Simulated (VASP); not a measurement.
Here is a VASP 6.6.1 calculation.

File INCAR:

```
  PREC = Accurate
  ENCUT = 500
  EDIFF = 1E-6
  ISMEAR = 0
  SIGMA = 0.1
  LREAL = False
  LASPH = True
  NELM = 120
  ALGO = Normal
  ISIF = 2
  LWAVE = False
  LCHARG = False
  GGA = PS
  NBANDS = 10
  GGA_COMPAT = False
```

File KPOINTS:

```
Automatic mesh
0
Gamma
  6 6 4
```

File POSCAR:

```
Al
1.0
    3.0394136970      0.0000000000      0.0000000000
   -1.5197068485      2.6322094742      0.0000000000
    0.0000000000      0.0000000000      4.8590187100
Al
2
Direct
    0.3333333333      0.6666666667      0.2500000000
    0.6666666667      0.3333333333      0.7500000000
```

Potentials or basis: VASP PAW PBE potentials, release 64 (Al).

The run is started by

```console
$ cat potpaw_PBE.64/Al/POTCAR > POTCAR
$ mpirun -np 1 vasp_std > vasp.out
```

Problem. What does it give for the band gap on the k mesh?

Solution. Zero (band 3 reaches 10.28 eV, above the bottom of band 4 at 3.31 eV).

Problem. Predict the pressure.

Solution. -9.4 GPa.

Stress tensor (GPa, compression positive):
```
-10.63   0.00   0.00
  0.00 -10.63   0.00
  0.00   0.00  -6.98
```

Caveat: the k points lie up to 0.40 Å⁻¹ apart; the cell differs from its parent crystal (Tl replaced by Al, lengths x 0.901, strained); the PAW data sets were made with another functional, which shifts forces and pressure a little.
